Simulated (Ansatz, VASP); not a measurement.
## One calculation of W, two programs

```
W
1.0
     0.00000    4.06000    4.06000
     4.06000    0.00000    4.06000
     4.06000    4.06000    0.00000
W
8
Direct
  0.98578 0.98578 0.98578
  0.00000 0.00000 0.50000
  0.00000 0.50000 0.00000
  0.00000 0.50000 0.50000
  0.50000 0.00000 0.00000
  0.50000 0.00000 0.50000
  0.50000 0.50000 0.00000
  0.50000 0.50000 0.50000
```

Alike in both runs: task single point; functional PBEsol; k mesh 10 × 10 × 10; occupations gaussian, width 0.15 eV; no spin polarisation.

|  | VASP | Ansatz |
| --- | --- | --- |
| version | VASP 6.6.1 | Ansatz 0.2.0 |
| potentials or method | VASP PAW PBE potentials, release 64 (W_sv), cutoff 520 eV | scalar-relativistic, plane waves, PAW |
| valence electrons in the cell | 112 | 112 |

Ansatz gave:

* gap on the k mesh at the Fermi level (eV): none
* pressure (GPa): -11.5
* traceless stress, the component that is largest in VASP (GPa): -1.05
* rms of the force components (eV/Å): 0.571

Q: What did VASP give for the same quantities?

A: gap on the k mesh at the Fermi level (eV): none; pressure (GPa): -11.1; traceless stress, the component that is largest in VASP (GPa): -1.06; rms of the force components (eV/Å): 0.578.

VASP's potentials were made for PBE, not for PBEsol. Atom by atom the forces differ by 0.007 eV/Å (rms over components). A gap of «none» marks a metal or a gap that the smearing closes.

Spin-orbit coupling is off throughout.
